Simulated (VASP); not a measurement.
# AgPdCl3 (Pm-3m) in VASP: relaxation of cell and atoms with PBE

Aim: the relaxation of cell and atoms of AgPdCl3 with PBE.

All numbers are computed with VASP 6.6.1; they aren't measurements. Logs are shortened: lines on timing, memory, paths and dates and some standing lists are left out, and cuts for length are marked.

### Step 1. The cell of the first run

The structure is cubic, space group Pm-3m (No. 221). Conventional cell: a = 4.728 Å, b = 4.728 Å, c = 4.728 Å, α = 90.00°, β = 90.00°, γ = 90.00°. Ag (site symmetry m-3m) has 6 Cl at 2.36 Å within 3.1 Å. Pd (site symmetry m-3m) has 12 Cl at 3.34 Å and 8 Ag at 4.09 Å within 4.4 Å. Cl (site symmetry 4/mmm) has 2 Ag at 2.36 Å within 3.1 Å.

### Step 2. Relaxation of cell and atoms, PBE, collinear spin

Contents of INCAR:

```
PREC = Accurate
ENCUT = 600
EDIFF = 1E-6
ISMEAR = 0
SIGMA = 0.1
LREAL = False
LASPH = True
NELM = 150
ALGO = Normal
ISIF = 3
LWAVE = False
LCHARG = False
ISPIN = 2
MAGMOM = 0 0.84 0 0 0
LORBIT = 11
LMAXMIX = 4
GGA = PE
IBRION = 2
NSW = 90
EDIFFG = -0.04
```

Contents of KPOINTS:

```
Automatic mesh
0
Gamma
  4 4 4
```

Contents of POSCAR:

```
AgPdCl3
1.0
    4.7279068565      0.0000000000      0.0000000000
    0.0000000000      4.7279068565      0.0000000000
    0.0000000000      0.0000000000      4.7279068565
Ag Pd Cl
1 1 3
Direct
    0.5000000000      0.5000000000      0.5000000000
    0.0000000000      0.0000000000      0.0000000000
    0.0000000000      0.5000000000      0.5000000000
    0.5000000000      0.0000000000      0.5000000000
    0.5000000000      0.5000000000      0.0000000000
```

Potentials or basis: VASP PAW PBE potentials, release 64 (Ag, Pd, Cl).

Run with:

```sh
$ cat potpaw_PBE.64/Ag/POTCAR potpaw_PBE.64/Pd/POTCAR potpaw_PBE.64/Cl/POTCAR > POTCAR
$ mpirun -np 1 vasp_std > vasp.out
```

OUTCAR:

```text
PREC = Accurate
   ENCUT = 600
   EDIFF = 1E-6
   ISMEAR = 0
   LREAL = False
   LASPH = True
   NELM = 150
   ISIF = 3
   ISPIN = 2
   LORBIT = 11
   GGA = PE
   IBRION = 2
   NSW = 90
   EDIFFG = -0.04

 ion  position               nearest neighbor table
   1  0.500  0.500  0.500-   3 2.36   4 2.36   5 2.36   5 2.36   4 2.36   3 2.36
   2  0.000  0.000  0.000-
   3  0.000  0.500  0.500-   1 2.36   1 2.36
   4  0.500  0.000  0.500-   1 2.36   1 2.36
   5  0.500  0.500  0.000-   1 2.36   1 2.36

  LATTYP: Found a simple cubic cell.
 ALAT       =     4.7279068565

  Lattice vectors:

 A1 = (   4.7279068565,   0.0000000000,   0.0000000000)
 A2 = (   0.0000000000,   4.7279068565,   0.0000000000)
 A3 = (   0.0000000000,   0.0000000000,   4.7279068565)

Analysis of symmetry for initial positions (statically):
=====================================================================
 Subroutine PRICEL returns:
 Original cell was already a primitive cell.

 Routine SETGRP: Setting up the symmetry group for a
 simple cubic supercell.

 Subroutine GETGRP returns: Found 48 space group operations
 (whereof 48 operations were pure point group operations)
 out of a pool of 48 trial point group operations.

The static configuration has the point symmetry O_h .

Analysis of symmetry for dynamics (positions and initial velocities):
=====================================================================
 Subroutine PRICEL returns:
 Original cell was already a primitive cell.

 Routine SETGRP: Setting up the symmetry group for a
 simple cubic supercell.

 Subroutine GETGRP returns: Found 48 space group operations
 (whereof 48 operations were pure point group operations)
 out of a pool of 48 trial point group operations.

The dynamic configuration has the point symmetry O_h .

Analysis of structural, dynamic, and magnetic symmetry:
=====================================================================
 Subroutine PRICEL returns:
 Original cell was already a primitive cell.

 Routine SETGRP: Setting up the symmetry group for a
 simple cubic supercell.

 Subroutine GETGRP returns: Found 48 space group operations
 (whereof 48 operations were pure point group operations)
 out of a pool of 48 trial point group operations.

The overall configuration has the point symmetry O_h .

 Subroutine INISYM returns: Found 48 space group operations
 (whereof 48 operations are pure point group operations),
 and found     1 'primitive' translations

----------------------------------------------------------------------------------------

                                     Primitive cell

  volume of cell :     105.6834

  direct lattice vectors                    reciprocal lattice vectors
     4.727906856  0.000000000  0.000000000     0.211510089  0.000000000  0.000000000
     0.000000000  4.727906856  0.000000000     0.000000000  0.211510089  0.000000000
     0.000000000  0.000000000  4.727906856     0.000000000  0.000000000  0.211510089

  length of vectors
     4.727906856  4.727906856  4.727906856     0.211510089  0.211510089  0.211510089

  position of ions in fractional coordinates (direct lattice)
     0.500000000  0.500000000  0.500000000
     0.000000000  0.000000000  0.000000000
     0.000000000  0.500000000  0.500000000
     0.500000000  0.000000000  0.500000000
     0.500000000  0.500000000  0.000000000

  ion indices of the primitive-cell ions
   primitive index   ion index
                 1           1
                 2           2
                 3           3
                 4           4
                 5           5

----------------------------------------------------------------------------------------

 KPOINTS: Automatic mesh

Automatic generation of k-mesh.
 Grid dimensions read from file:
 generate k-points for:    4    4    4

 Generating k-lattice:

  Cartesian coordinates                     Fractional coordinates (reciprocal lattice)
     0.052877522  0.000000000  0.000000000     0.250000000  0.000000000  0.000000000
     0.000000000  0.052877522  0.000000000     0.000000000  0.250000000  0.000000000
     0.000000000  0.000000000  0.052877522     0.000000000  0.000000000  0.250000000

  Length of vectors
     0.052877522  0.052877522  0.052877522

  Shift w.r.t. Gamma in fractional coordinates (k-lattice)
     0.000000000  0.000000000  0.000000000

 Subroutine IBZKPT returns following result:
 ===========================================

 Found     10 irreducible k-points:

 Following reciprocal coordinates:
            Coordinates               Weight
  0.000000  0.000000  0.000000      1.000000
  0.250000  0.000000  0.000000      6.000000
  0.500000  0.000000  0.000000      3.000000
  0.250000  0.250000  0.000000     12.000000
  0.500000  0.250000  0.000000     12.000000
  0.500000  0.500000  0.000000      3.000000
  0.250000  0.250000  0.250000      8.000000
  0.500000  0.250000  0.250000     12.000000
  0.500000  0.500000  0.250000      6.000000
  0.500000  0.500000  0.500000      1.000000
   k-points           NKPTS =     10   k-points in BZ     NKDIM =     10   number of bands    NBANDS=     25
   number of dos      NEDOS =    301   number of ions     NIONS =      5
   total plane-waves  NPLWV =  64000
   dimension x,y,z NGX =    40 NGY =   40 NGZ =   40
   dimension x,y,z NGXF=    80 NGYF=   80 NGZF=   80
   ions per type =               1   1   3
   NGX,Y,Z   is equivalent  to a cutoff of  14.07, 14.07, 14.07 a.u.
   NGXF,Y,Z  is equivalent  to a cutoff of  28.13, 28.13, 28.13 a.u.
 SYSTEM =  unknown system
   PREC   = accura    normal or accurate (medium, high low for compatibility)
   ISTART =      0    job   : 0-new  1-cont  2-samecut
   ICHARG =      2    charge: 1-file 2-atom 10-const
   ISPIN  =      2    spin polarized calculation?
   LNONCOLLINEAR =      F non collinear calculations
   LSORBIT =      F    spin-orbit coupling
   LASPH  =      T    aspherical Exc in radial PAW
   ENCUT  =  600.0 eV  44.10 Ry    6.64 a.u.   9.44  9.44  9.44*2*pi/ulx,y,z
   NELM   =    150;   NELMIN=  2; NELMDL= -5     # of ELM steps
   EDIFF  = 0.1E-05   stopping-criterion for ELM
   LREAL  =      F    real-space projection
   EDIFFG = -.4E-01   stopping-criterion for IOM
   NSW    =     90    number of steps for IOM
   IBRION =      2    ionic relax: 0-MD 1-quasi-New 2-CG
   NFREE  =      1    steps in history (QN), initial steepest desc. (CG)
   ISIF   =      3    stress and relaxation
   ISYM   =      2    0-nonsym 1-usesym 2-fastsym
   POTIM  = 0.5000    time-step for ionic-motion
   TEBEG  =    0.0;   TEEND  =   0.0 temperature during run
   PSTRESS=    0.0 pullay stress
   NELECT =      42.0000    total number of electrons
   NUPDOWN=      -1.0000    fix difference up-down
   EMIN   =  10.00;   EMAX   =-10.00  energy-range for DOS
   EFERMI =   0.00;   METHOD = LEGACY
   ISMEAR =     0;   SIGMA  =   0.10  broadening in eV -4-tet -1-fermi 0-gaus
   EFERMI_NEDOS =   21; number of points for ismear=-14 and -15
   IALGO  =     38    algorithm
   IMIX   =      4    mixing-type and parameters
     AMIX     =   0.40;   BMIX     =  1.00
     AMIX_MAG =   1.60;   BMIX_MAG =  1.00
  volume/ion in A,a.u.               =      21.14       142.64
  Fermi-wavevector in a.u.,A,eV,Ry     =   1.203619  2.274510 19.710741  1.448699
  Thomas-Fermi vector in A             =   2.339367
   LORBIT       =     11    0 simple, 1 ext, 2 COOP (PROOUT), +10 PAW based schemes
   GGA     = PE    functional components
   LHFCALC =     F    Hartree Fock is set to
   AEXX    =    0.0000 exact exchange contribution
   IVDW    =     0    specifies the selected vdW correction
   LEPSILON=     F    determine dielectric tensor
   LRPA    =     F    only Hartree local field effects (RPA)
 conjugate gradient relaxation of ions
 spin polarized calculation
 Gauss-broadening in eV      SIGMA  =   0.10
  energy-cutoff  :      600.00
  volume of cell :      105.68
 maximum number of plane-waves:      3575
 NGX is ok and might be reduce to    40
   NGX = 19   NGY = 19   NGZ = 19

--------------------------------------- Ionic step        1  -------------------------------------------

 number of electron      42.0000000 magnetization       0.8400000

 number of electron      42.0000001 magnetization      -0.9042322

 Free energy of the ion-electron system (eV)
  ---------------------------------------------------
  ext. energy  EPLUGINS =         0.00000000
  ---------------------------------------------------
  free energy    TOTEN  =       -11.92892826 eV

  energy without entropy =      -11.88991450  energy(sigma->0) =      -11.90942138

------------------------ aborting loop because EDIFF is reached ----------------------------------------

  FORCE on cell =-STRESS in cart. coord.  units (eV):
  Direction    XX          YY          ZZ          XY          YZ          ZX
  --------------------------------------------------------------------------------------
  -------------------------------------------------------------------------------------
  Total        6.3605403      6.3605403      6.3605403      0.0000000     -0.0000000      0.0000000
  in kB       96.4268223     96.4268223     96.4268223      0.0000000     -0.0000000      0.0000000
  external PRESSURE =      96.4268223 kB  Pullay stress =       0.0000000 kB
[... 63 lines left out ...]
  energy  without entropy=      -12.3607881882  energy(sigma->0) =      -12.38750250

--------------------------------------- Ionic step        3  -------------------------------------------

 number of electron      41.9999995 magnetization      -0.9240413

 Free energy of the ion-electron system (eV)
  ---------------------------------------------------
  ext. energy  EPLUGINS =         0.00000000
  ---------------------------------------------------
  free energy    TOTEN  =       -12.41610386 eV

  energy without entropy =      -12.36364682  energy(sigma->0) =      -12.38987534

 E-fermi :   1.8568     XC(G=0):  -9.0147

 val. band max:        1.8527163867   @ k =   0.5000   0.2500   0.2500
 cond. band min:       1.8771406370   @ k =   0.2500   0.2500   0.2500
 fundamental gap:      0.0244242504
 Fermi energy:         1.8567758163

 spin component 1

 k-point     1 :       0.0000    0.0000    0.0000
  band No.  band energies     occupation
      1     -12.7828      1.00000
      2     -12.0566      1.00000
      3     -12.0566      1.00000
      4      -1.8724      1.00000
      5      -1.8724      1.00000
      6      -1.8724      1.00000
[... 269 lines left out ...]
     24       8.9031      0.00000
     25       8.9031      0.00000
 Fermi energy:         1.8567758163

 spin component 2

 k-point     1 :       0.0000    0.0000    0.0000
  band No.  band energies     occupation
      1     -12.8185      1.00000
      2     -12.0948      1.00000
      3     -12.0948      1.00000
      4      -1.8924      1.00000
      5      -1.8924      1.00000
      6      -1.8924      1.00000
[... 301 lines left out ...]
  FREE ENERGIE OF THE ION-ELECTRON SYSTEM (eV)
  ---------------------------------------------------
  free  energy   TOTEN  =       -12.4161038608 eV

  energy  without entropy=      -12.3636468192  energy(sigma->0) =      -12.38987534

 reached required accuracy - stopping structural energy minimisation

 total charge

# of ion       s       p       d       tot
------------------------------------------
    1        0.313   0.312   9.113   9.737
    2        0.072   0.036   8.613   8.722
    3        1.609   3.461   0.000   5.070
    4        1.609   3.461   0.000   5.070
    5        1.609   3.461   0.000   5.070
--------------------------------------------------
tot          5.211  10.732  17.726  33.669

 magnetization (x)

# of ion       s       p       d       tot
------------------------------------------
    1        0.000   0.001   0.000   0.001
    2       -0.002  -0.001  -0.789  -0.792
    3       -0.001  -0.032   0.000  -0.032
    4       -0.001  -0.032   0.000  -0.032
    5       -0.001  -0.032   0.000  -0.032
--------------------------------------------------
tot         -0.004  -0.095  -0.789  -0.888
```

Run time: 5.6 min. Hardware: 1 thread of Oxide Virtual Turin-like, shared host; peak memory 0.29 GiB.

Results:

```yaml
Free_energy: -12.4161 eV
Relaxed_volume: 24.95 Å³/atom
Relaxed_cell: a = 4.997 Å, b = 4.997 Å, c = 4.997 Å, α = 90.00°, β = 90.00°, γ = 90.00°
Space_group_after_relaxing_to_0.1_Å: Pm-3m (No. 221)
Energy_gained_by_relaxing: 97.4 meV/atom
Ionic_steps: 3
Pressure_after_relaxing: 0.0 GPa
Net_moment: -0.92 μB per cell
Site_moments: Ag +0.00; Pd -0.79; Cl -0.03 μB
Valence_electrons_inside_the_program's_atomic_spheres: Ag 9.74; Pd 8.72; Cl 5.07
```

The path:
```csv
step,energy change (eV),largest force (eV/Å),pressure (GPa),volume (Å³)
1,0.0000,0.0000,9.64,105.68
2,-0.4853,0.0000,-0.43,126.36
3,-0.4872,0.0000,0.05,124.77
```

Final structure:
```xyz
5
Lattice="4.9969 0.0000 0.0000 0.0000 4.9969 0.0000 0.0000 0.0000 4.9969" Properties=species:S:1:pos:R:3 pbc="T T T"
Ag    2.4985    2.4985    2.4985
Pd    0.0000    0.0000    0.0000
Cl    0.0000    2.4985    2.4985
Cl    2.4985    0.0000    2.4985
Cl    2.4985    2.4985    0.0000
```

Caveat: the volume moved by over 15 % at a fixed basis, so the end points are rough.
